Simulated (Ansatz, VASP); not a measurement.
# BaTiO3 in VASP and in Ansatz

```xyz
5
Lattice="3.9998 0.0000 0.0000 0.0000 3.9998 0.0000 0.0000 0.0000 4.0984" Properties=species:S:1:pos:R:3 pbc="T T T"
Ba    0.0000    0.0000    0.0000
Ti    1.9999    1.9999    2.0492
O     1.9999    1.9999    0.0000
O     1.9999    0.0000    2.0492
O     0.0000    1.9999    2.0492
```

Change from the starting cell: zz strain of +2 %, crystal datasets.

Alike in both runs: task electric field gradients; functional PBE; k mesh 7 × 7 × 7; occupations fermi-dirac, width 0.03 eV; no spin polarisation.

|  | VASP | Ansatz |
| --- | --- | --- |
| version | VASP 6.6.1 | Ansatz 0.2.0 |
| potentials or method | VASP PAW PBE potentials, release 64 (Ba_sv, Ti_sv, O), cutoff 520 eV | all-electron PAW with datasets made for the crystal, scalar-relativistic |

|  | VASP | Ansatz | Ansatz less VASP |
| --- | --- | --- | --- |
| gap on the k mesh at the Fermi level (eV) | 1.74 | 1.79 | +0.056 |
| pressure (GPa) | 0.2 | -1.4 | -1.63 |
| traceless stress, the component that is largest in VASP (GPa) | -2.79 | -2.68 | +0.108 |
| size of Vzz on the site where it differs most (V/Å²) | 5.0 | 4.4 | -0.56 |

Ansatz ran all-electron here, and VASP with PAW potentials.

Neither program's run includes spin-orbit coupling.
